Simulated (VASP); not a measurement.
# Ti (P6/mmm) in VASP: a series of runs, part 3 of 3

VASP 6.6.1. Earlier steps stand in the parts before.

## 4. Single point, PBEsol

This run uses another cell than the first one, of 17.27 Å³/atom.

INCAR

```
ALGO = All ; EDIFF = 1E-6
ENCUT = 550 ; GGA = PS
GGA_COMPAT = False ; ISEARCH = 1
ISIF = 2 ; ISMEAR = 0
KPAR = 4 ; LASPH = True
LCHARG = False ; LREAL = False
LWAVE = False ; NBANDS = 25
NELM = 300 ; PREC = Accurate
SIGMA = 0.15
```

KPOINTS

```
k-points
0
Gamma
  12 12 14
```

POSCAR

```
Ti
1.0
    4.6233000000      0.0000000000      0.0000000000
   -2.3116500000      4.0038952493      0.0000000000
    0.0000000000      0.0000000000      2.7983103216
Ti
3
Direct
    0.0000000000      0.0000000000      0.0000000000
    0.3333333333      0.6666666667      0.5000000000
    0.6666666667      0.3333333333      0.5000000000
```

Potentials or basis: VASP PAW PBE potentials, release 64 (Ti_sv).

Command:

```
cat potpaw_PBE.64/Ti_sv/POTCAR > POTCAR
mpirun -np 4 vasp_std > vasp.out
```

OUTCAR:

```text
EDIFF = 1E-6
   ENCUT = 550
   GGA = PS
   ISIF = 2
   ISMEAR = 0
   LASPH = True
   LREAL = False
   NELM = 300
   PREC = Accurate

 ion  position               nearest neighbor table
   1  0.000  0.000  0.000-
   2  0.333  0.667  0.500-   3 2.67   3 2.67   3 2.67
   3  0.667  0.333  0.500-   2 2.67   2 2.67   2 2.67

  LATTYP: Found a hexagonal cell.
 ALAT       =     4.6233000000
 C/A-ratio  =     0.6052625444

  Lattice vectors:

 A1 = (   4.6233000000,   0.0000000000,   0.0000000000)
 A2 = (  -2.3116500000,   4.0038952493,   0.0000000000)
 A3 = (   0.0000000000,   0.0000000000,   2.7983103216)

Analysis of symmetry for initial positions (statically):
=====================================================================
 Subroutine PRICEL returns:
 Original cell was already a primitive cell.

 Routine SETGRP: Setting up the symmetry group for a
 hexagonal supercell.

 Subroutine GETGRP returns: Found 24 space group operations
 (whereof 24 operations were pure point group operations)
 out of a pool of 24 trial point group operations.

The static configuration has the point symmetry D_6h.

Analysis of symmetry for dynamics (positions and initial velocities):
=====================================================================
 Subroutine PRICEL returns:
 Original cell was already a primitive cell.

 Routine SETGRP: Setting up the symmetry group for a
 hexagonal supercell.

 Subroutine GETGRP returns: Found 24 space group operations
 (whereof 24 operations were pure point group operations)
 out of a pool of 24 trial point group operations.

The dynamic configuration has the point symmetry D_6h.

 Subroutine INISYM returns: Found 24 space group operations
 (whereof 24 operations are pure point group operations),
[... 112 lines left out ...]
   EFERMI =   0.00;   METHOD = LEGACY
   ISMEAR =     0;   SIGMA  =   0.15  broadening in eV -4-tet -1-fermi 0-gaus
   EFERMI_NEDOS =   21; number of points for ismear=-14 and -15
   IALGO  =     58    algorithm
   IMIX   =      4    mixing-type and parameters
     AMIX     =   0.40;   BMIX     =  1.00
     AMIX_MAG =   1.60;   BMIX_MAG =  1.00
  volume/ion in A,a.u.               =      17.27       116.52
  Fermi-wavevector in a.u.,A,eV,Ry     =   1.450103  2.740297 28.610304  2.102798
  Thomas-Fermi vector in A             =   2.567753
   LORBIT       =      0    0 simple, 1 ext, 2 COOP (PROOUT), +10 PAW based schemes
   GGA     = PS    functional components
   LHFCALC =     F    Hartree Fock is set to
   AEXX    =    0.0000 exact exchange contribution
   IVDW    =     0    specifies the selected vdW correction
   LEPSILON=     F    determine dielectric tensor
   LRPA    =     F    only Hartree local field effects (RPA)
 non-spin polarized calculation
 Gauss-broadening in eV      SIGMA  =   0.15
  energy-cutoff  :      550.00
  volume of cell :       51.80
 maximum number of plane-waves:      1541
 NGX is ok and might be reduce to    36
   NGX = 17   NGY = 17   NGZ = 11

 number of electron      35.9999983 magnetization

 Free energy of the ion-electron system (eV)
  ---------------------------------------------------
  ext. energy  EPLUGINS =         0.00000000
  ---------------------------------------------------
  free energy    TOTEN  =       -25.02094337 eV

  energy without entropy =      -24.98924908  energy(sigma->0) =      -25.00509622

 E-fermi :   8.1175     XC(G=0): -11.6636

 val. band max:        8.1148602674   @ k =   0.0833   0.0000   0.0000
 cond. band min:       8.1301318592   @ k =   0.4167   0.1667   0.3571
 fundamental gap:      0.0152715918
 Fermi energy:         8.1174530305

 k-point     1 :       0.0000    0.0000    0.0000
  band No.  band energies     occupation
      1     -48.5017      2.00000
      2     -48.2562      2.00000
      3     -48.1074      2.00000
      4     -24.9141      2.00000
      5     -24.9141      2.00000
      6     -24.8020      2.00000
[... 661 lines left out ...]
     24      10.1689      0.00000
     25      11.0760      0.00000

 [... further k-points ...]

------------------------ aborting loop because EDIFF is reached ----------------------------------------

  FORCE on cell =-STRESS in cart. coord.  units (eV):
  Direction    XX          YY          ZZ          XY          YZ          ZX
  --------------------------------------------------------------------------------------
  -------------------------------------------------------------------------------------
  Total       -2.1419944     -2.1419944     -0.8040470      0.0000000      0.0000000      0.0000000
  in kB      -66.2518886    -66.2518886    -24.8691731      0.0000000      0.0000000      0.0000000
  external PRESSURE =     -52.4576501 kB  Pullay stress =       0.0000000 kB

 VOLUME and BASIS-vectors are now :
 -----------------------------------------------------------------------------
  energy-cutoff  :      550.00
  volume of cell :       51.80
      direct lattice vectors                 reciprocal lattice vectors
     4.623300000  0.000000000  0.000000000     0.216295720  0.124878392  0.000000000
    -2.311650000  4.003895249  0.000000000     0.000000000  0.249756784  0.000000000
     0.000000000  0.000000000  2.798310322     0.000000000  0.000000000  0.357358507

 POSITION                                       TOTAL-FORCE (eV/Angst)
 -----------------------------------------------------------------------------------
      0.00000      0.00000      0.00000        -0.000000      0.000000      0.000000
     -0.00000      2.66926      1.39916         0.000000     -0.000000     -0.000000
      2.31165      1.33463      1.39916        -0.000000      0.000000      0.000000
 -----------------------------------------------------------------------------------
    total drift:                                0.000000      0.000000     -0.000000

  FREE ENERGIE OF THE ION-ELECTRON SYSTEM (eV)
  ---------------------------------------------------
  free  energy   TOTEN  =       -25.0209433653 eV

  energy  without entropy=      -24.9892464814  energy(sigma->0) =      -25.00509492
```

stdout:

```text
POSCAR found type information on POSCAR Ti
 POSCAR found :  1 types and       3 ions
 scaLAPACK will be used
 -----------------------------------------------------------------------------
|                                                                             |
[... 64 lines left out ...]
 gam= 0.611 trial= 0.433  step=  0.6180 mean=  0.4332
 gam= 0.546 g(H,U,f)=  0.198E-05 0.192E-06 0.270E-07 ort(H,U,f) = 0.381E-06-0.182E-06-0.235E-07
 gam= 0.546 trial= 0.452  step=  0.7171 mean=  0.4516
 gam= 0.849 g(H,U,f)=  0.136E-05 0.454E-06 0.561E-07 ort(H,U,f) = 0.228E-06-0.121E-06-0.197E-07
 gam= 0.849 trial= 0.478  step=  0.3164 mean=  0.4782
 final diagonalization occupied
```

It took 52 s on 4 MPI ranks of Intel Xeon 6975P-C (Granite Rapids), shared host; peak memory 0.46 GiB.

What came out:

```yaml
Free_energy: -25.0209 eV
Pressure: -5.2 GPa
Band_gap_on_the_k_mesh: zero (bands 18 and 19 overlap by 0.28 eV)
```

Stress tensor (GPa, compression positive):
```
-6.63  0.00  0.00
 0.00 -6.63  0.00
 0.00  0.00 -2.49
```

Caveat: the cell stands under tension; the PAW data sets were made with another functional, which shifts forces and pressure a little.

## 5. Single point, PBEsol

This run uses another cell than the first one, of 14.01 Å³/atom.

INCAR

```
SYSTEM = Ti
PREC = Accurate
ENCUT = 550
EDIFF = 1E-6
ISMEAR = 0
SIGMA = 0.15
LREAL = .FALSE.
LASPH = .TRUE.
NELM = 300
ALGO = All
ISIF = 2
LWAVE = .FALSE.
LCHARG = .FALSE.
GGA = PS
NBANDS = 25
GGA_COMPAT = .FALSE.
ISEARCH = 1
KPAR = 4
```

KPOINTS

```
Automatic mesh
0
G
  12 12 14
  0 0 0
```

POSCAR

```
Ti
1.0
    4.3795000000      0.0000000000      0.0000000000
   -2.1897500000      3.7927582559      0.0000000000
    0.0000000000      0.0000000000      2.5297000000
Ti
3
Direct
    0.0000000000      0.0000000000      0.0000000000
    0.3333333333      0.6666666667      0.5000000000
    0.6666666667      0.3333333333      0.5000000000
```

Command:

```
cat potpaw_PBE.64/Ti_sv/POTCAR > POTCAR
mpirun -np 4 vasp_std > vasp.out
```

Run time: 42 s. Hardware: 4 MPI ranks of Intel Xeon Platinum 8375C at 2.90GHz (Ice Lake), shared host; peak memory 0.4 GiB.

Results (log left out):

```yaml
Free_energy: -24.4310 eV
Pressure: 25.8 GPa
Band_gap_on_the_k_mesh: zero (bands 18 and 19 overlap by 0.44 eV)
```

Stress tensor (GPa, compression positive):
```
19.62  0.00  0.00
 0.00 19.62  0.00
 0.00  0.00 38.02
```

Levels at points of the mesh, in eV from the Fermi level:
```csv
k point,band 15,band 16,band 17,band 18,band 19,band 20,band 21,band 22
"(0.00, 0.00, 0.00)",-0.73,-0.73,-0.65,-0.65,-0.29,0.39,1.54,1.54
"(0.50, 0.00, 0.00)",-3.08,-0.76,-0.61,-0.57,-0.13,0.30,1.65,1.99
"(0.00, 0.00, 0.50)",-2.02,-2.02,-1.64,-1.04,0.97,0.97,1.81,1.81
"(0.50, 0.00, 0.50)",-2.30,-1.53,-0.58,-0.33,0.30,1.26,1.53,1.96
```

Caveat: the stress differs along the axes, from 20 to 38 GPa; the PAW data sets were made with another functional, which shifts forces and pressure a little.

## 6. The runs side by side

```csv
cell,gap on the mesh (eV),pressure (GPa)
"a = 4.650, b = 4.650, c = 2.462 Å, angles 90.0, 90.0, 120.0°, 3 atoms",none,9.4
"a = 4.434, b = 4.434, c = 3.067 Å, angles 90.0, 90.0, 120.0°, 3 atoms",none,-5.9
"a = 4.623, b = 4.623, c = 2.798 Å, angles 90.0, 90.0, 120.0°, 3 atoms",none,-5.2
"a = 4.380, b = 4.380, c = 2.530 Å, angles 90.0, 90.0, 120.0°, 3 atoms",none,25.8
```

Alike in all rows: task single point; level PBEsol; potentials or basis VASP PAW PBE potentials, release 64 (Ti_sv); no spin polarisation; k mesh 12 × 12 × 14; cutoff (eV) 550; smearing gaussian 0.15 eV.

Caveats: the PAW data sets were made with another functional, which shifts forces and pressure a little; the stress differs along the axes, from 8 to 13 GPa (at least some runs); the stress differs along the axes, from -17 to -0 GPa (at least some runs); the cell stands under tension (at least some runs); the stress differs along the axes, from 20 to 38 GPa (at least some runs).

Absolute energies hang on the potentials; compare differences alone.
